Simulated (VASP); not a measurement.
# Os (Pm-3m) in VASP: notebook, part 2 of 2

VASP 6.6.1. Earlier steps stand in the parts before.

## (4) Single point, BLYP (18.23 Å³/atom)

This run uses another cell than the first one, of 18.23 Å³/atom.

INCAR

```
SYSTEM = Os
AGGAC = 1.0
AGGAX = 1.0
ALDAC = 0.0
ALDAX = 1.0
ALGO = Normal
EDIFF = 1E-6
ENCUT = 560
GGA = B5
GGA_COMPAT = .False.
ISIF = 2
ISMEAR = -1
LASPH = .True.
LCHARG = .False.
LREAL = .False.
LWAVE = .False.
NBANDS = 14
NELM = 120
PREC = Accurate
SIGMA = 0.1
```

KPOINTS

```
k-points
0
Gamma
  14 14 14
  0 0 0
```

POSCAR

```
Os
1.0
    2.6318282080      0.0000000000      0.0000000000
    0.0000000000      2.6318282080      0.0000000000
    0.0000000000      0.0000000000      2.6318282080
Os
1
Direct
    0.0000000000      0.0000000000      0.0000000000
```

Potentials or basis: VASP PAW PBE potentials, release 64 (Os_sv_GW).

On the command line:

```bash
> cat potpaw_PBE.64/Os_sv_GW/POTCAR > POTCAR
> mpirun -np 1 vasp_std > vasp.out
```

OUTCAR:

```text
SYSTEM = Os
   EDIFF = 1E-6
   ENCUT = 560
   GGA = B5
   ISIF = 2
   ISMEAR = -1
   LASPH = .True.
   LREAL = .False.
   NELM = 120
   PREC = Accurate

 ion  position               nearest neighbor table
   1  0.000  0.000  0.000-

  LATTYP: Found a simple cubic cell.
 ALAT       =     2.6318282080

  Lattice vectors:

 A1 = (   2.6318282080,   0.0000000000,   0.0000000000)
 A2 = (   0.0000000000,   2.6318282080,   0.0000000000)
 A3 = (   0.0000000000,   0.0000000000,   2.6318282080)

[... 583 lines left out ...]
     13      27.3798      0.00000
     14      31.3330      0.00000

 [... further k-points ...]

------------------------ aborting loop because EDIFF is reached ----------------------------------------

  FORCE on cell =-STRESS in cart. coord.  units (eV):
  Direction    XX          YY          ZZ          XY          YZ          ZX
  --------------------------------------------------------------------------------------
  -------------------------------------------------------------------------------------
  Total       -0.9507242     -0.9507242     -0.9507242     -0.0000000     -0.0000000     -0.0000000
  in kB      -83.5588657    -83.5588657    -83.5588657     -0.0000000     -0.0000000     -0.0000000
  external PRESSURE =     -83.5588657 kB  Pullay stress =       0.0000000 kB

 VOLUME and BASIS-vectors are now :
 -----------------------------------------------------------------------------
  energy-cutoff  :      560.00
  volume of cell :       18.23
      direct lattice vectors                 reciprocal lattice vectors
     2.631828208  0.000000000  0.000000000     0.379964010  0.000000000  0.000000000
     0.000000000  2.631828208  0.000000000     0.000000000  0.379964010  0.000000000
     0.000000000  0.000000000  2.631828208     0.000000000  0.000000000  0.379964010

 POSITION                                       TOTAL-FORCE (eV/Angst)
 -----------------------------------------------------------------------------------
      0.00000      0.00000      0.00000         0.000000      0.000000      0.000000
 -----------------------------------------------------------------------------------
    total drift:                               -0.000000      0.000000      0.000000

  FREE ENERGIE OF THE ION-ELECTRON SYSTEM (eV)
  ---------------------------------------------------
  free  energy   TOTEN  =        -9.6146710161 eV

  energy  without entropy=       -9.5563612203  energy(sigma->0) =       -9.58551612
```

OSZICAR:

```text
N       E                     dE             d eps       ncg     rms          rms(c)
DAV:   1     0.103505891105E+03    0.10351E+03   -0.11044E+04  3472   0.125E+03
DAV:   2    -0.877698251929E+01   -0.11228E+03   -0.10649E+03  4164   0.347E+02
DAV:   3    -0.107313919960E+02   -0.19544E+01   -0.19398E+01  3852   0.424E+01
DAV:   4    -0.107358092658E+02   -0.44173E-02   -0.44168E-02  4092   0.241E+00
DAV:   5    -0.107358219412E+02   -0.12675E-04   -0.12677E-04  3882   0.118E-01    0.930E+01
DAV:   6    -0.967943144624E+01    0.10564E+01   -0.14450E+00  3546   0.116E+01    0.485E+01
DAV:   7    -0.963107822369E+01    0.48353E-01   -0.35703E-01  3870   0.541E+00    0.103E+01
DAV:   8    -0.961479283826E+01    0.16285E-01   -0.55732E-02  3516   0.255E+00    0.172E+00
DAV:   9    -0.961469837802E+01    0.94460E-04   -0.76623E-04  3822   0.311E-01    0.492E-01
DAV:  10    -0.961466671764E+01    0.31660E-04   -0.59551E-05  3894   0.102E-01    0.299E-01
DAV:  11    -0.961467103869E+01   -0.43211E-05   -0.36179E-06  3798   0.209E-02    0.686E-02
DAV:  12    -0.961467101609E+01    0.22597E-07   -0.56931E-08  1986   0.257E-03
   1 F= -.96146710E+01 E0= -.95855161E+01  d E =-.583098E-01
```

stdout:

```text
POSCAR found type information on POSCAR Os
 POSCAR found :  1 types and       1 ions
 scaLAPACK will be used
 -----------------------------------------------------------------------------
|                                                                             |
|                                                                             |
|     You enforced a specific xc type in the INCAR file but a different       |
|     I HOPE YOU KNOW WHAT YOU ARE DOING!                                     |
|                                                                             |
 -----------------------------------------------------------------------------

 LDA part: xc-table for (Slater(with rela. corr.)+VWN5), standard interpolation
 POSCAR, INCAR and KPOINTS ok, starting setup
 FFT: planning ... GRIDC
 FFT: planning ... GRID_SOFT
 FFT: planning ... GRID
 WAVECAR not read
 entering main loop
```

Run time: 35 s. Hardware: 1 thread of Intel Xeon Platinum 8488C (Sapphire Rapids), shared host; peak memory 0.15 GiB.

Results:

| Property | Result |
| --- | --- |
| Free energy | -9.6147 eV |
| Pressure | -8.4 GPa |
| Band gap on the k mesh | zero (bands 8 and 9 overlap by 4.98 eV) |

Caveat: the cell stands under tension; the PAW data sets were made with another functional, which shifts forces and pressure a little; spin-orbit coupling is left out, which moves the levels of the heavy elements.

## (5) Overview

| cell | gap on the mesh (eV) | pressure (GPa) |
| --- | --- | --- |
| a = 2.563 Å, 1 atom | none | 10.8 |
| a = 2.526 Å, 1 atom | none | 24.3 |
| a = 2.632 Å, 1 atom | none | -8.4 |

Alike in all rows: task single point; level BLYP; potentials or basis VASP PAW PBE potentials, release 64 (Os_sv_GW); no spin polarisation; k mesh 14 × 14 × 14; cutoff (eV) 560; smearing fermi-dirac 0.1 eV.

Caveats: the PAW data sets were made with another functional, which shifts forces and pressure a little; spin-orbit coupling is left out, which moves the levels of the heavy elements; the cell stands under pressure (at least some runs); the cell stands under tension (at least some runs).

Absolute energies hang on the potentials; compare differences alone.
